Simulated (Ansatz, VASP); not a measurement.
**GaMo: VASP beside Ansatz**

```
Ga Mo
1.0
     3.12451    0.00000    0.00000
     0.00000    3.12451    0.00000
     0.00000    0.00000    3.12451
Ga Mo
1 1
Direct
  0.00000 0.00000 0.00000
  0.50000 0.50000 0.50000
```

Change from the starting cell: species swapped into the MgSn type (Pm-3m, No. 221).

Alike in both runs: functional PBE; k mesh 6 × 6 × 6; occupations gaussian, width 0.2 eV; no spin polarisation.

Ansatz relaxed the structure, and its values are those at the end. VASP's run is a single point on that final structure, the one shown.

|  | VASP | Ansatz |
| --- | --- | --- |
| version | VASP 6.6.1 | Ansatz 0.2.0 |
| potentials or method | VASP PAW PBE potentials, release 64 (Ga_d, Mo_sv), cutoff 520 eV | scalar-relativistic, plane waves, PAW |
| valence electrons in the cell | 27 | 27 |

|  | VASP | Ansatz | Ansatz less VASP |
| --- | --- | --- | --- |
| gap on the k mesh at the Fermi level (eV) | none | none | - |
| pressure (GPa) | 0.0 | -0.5 | -0.49 |

A gap of «none» marks a metal or a gap that the smearing closes.
